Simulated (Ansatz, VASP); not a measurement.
One calculation of Te2Mo, two programs

File INCAR:

```
PREC     = Accurate       # precision mode
ENCUT    = 520            # plane-wave cutoff, eV
EDIFF    = 1E-6           # SCF threshold, eV
ISMEAR   = 0              # smearing method
SIGMA    = 0.1            # smearing width, eV
LREAL    = False          # projectors in reciprocal space
LASPH    = True           # aspherical terms in the spheres
NELM     = 80             # most SCF steps
ALGO     = Normal         # electronic algorithm
ISIF     = 2              # what is computed and relaxed
LWAVE    = False          # write WAVECAR
LCHARG   = True           # write CHGCAR
GGA      = PE             # functional
LELF     = True           # ELF
LVHAR    = True         
NBANDS   = 35             # bands
```

File KPOINTS:

```
regular mesh
0
Gamma
  6 6 2
```

POSCAR

```
Te2Mo
1.0
    3.4765105100      0.0000000000      0.0000000000
   -1.7382552600      3.0107464200      0.0000000000
    0.0000000000      0.0000000000     13.7052712500
Te Mo
4 2
Direct
    0.3333333300      0.6666666700      0.6209999900
    0.6666666700      0.3333333300      0.1209999900
    0.3333333300      0.6666666700      0.8790000100
    0.6666666700      0.3333333300      0.3790000100
    0.3333333300      0.6666666700      0.2500000000
    0.6666666700      0.3333333300      0.7500000000
```

Input for Ansatz:

```yaml
crystal:
  lattice:
    - [3.47651051, 0.0, 0.0]
    - [-1.73825526, 3.01074642, 0.0]
    - [0.0, 0.0, 13.70527125]
  atoms:
    - { symbol: Te, position: [0.33333333, 0.66666667, 0.62099999] }
    - { symbol: Te, position: [0.66666667, 0.33333333, 0.12099999] }
    - { symbol: Te, position: [0.33333333, 0.66666667, 0.87900001] }
    - { symbol: Te, position: [0.66666667, 0.33333333, 0.37900001] }
    - { symbol: Mo, position: [0.33333333, 0.66666667, 0.25] }
    - { symbol: Mo, position: [0.66666667, 0.33333333, 0.75] }
basis:
  ecutwfc: 420
kpoints:
  mp_grid: { grid: [6, 6, 2] }
hamiltonian:
  xc: pbe
scf:
  occupations: { method: gaussian, width: 0.1 }
  lower_state_search: "off"
output:
  forces: true
  stress: true
  eigenvalues: true
```

Change from the starting cell: species swapped into the WSe2 type (P6_3/mmc, No. 194).

Alike in both runs: task single point; functional PBE; k mesh 6 × 6 × 2; occupations gaussian, width 0.1 eV; no spin polarisation.

|  | VASP | Ansatz |
| --- | --- | --- |
| version | VASP 6.6.1 | Ansatz 0.2.0 |
| potentials or method | VASP PAW PBE potentials, release 64 (Te, Mo_sv), cutoff 520 eV | scalar-relativistic, plane waves, PAW |
| valence electrons in the cell | 52 | 92 |

|  | VASP | Ansatz | Ansatz less VASP |
| --- | --- | --- | --- |
| gap on the k mesh at the Fermi level (eV) | 0.79 | 0.79 | +0.004 |
| least direct gap on the mesh (eV) | 1.07 | 1.07 | +0.001 |
| pressure (GPa) | 8.1 | 8.1 | -0.01 |
| traceless stress, the component that is largest in VASP (GPa) | 1.89 | 1.82 | -0.071 |
| rms of the force components (eV/Å) | 0.433 | 0.424 | -0.0088 |

Atom by atom the forces differ by 0.009 eV/Å (rms over components). VASP's potentials hold 52 valence electrons a cell and Ansatz's 92, so a difference there can come from the potentials and not from the codes.

Neither program's run includes spin-orbit coupling.
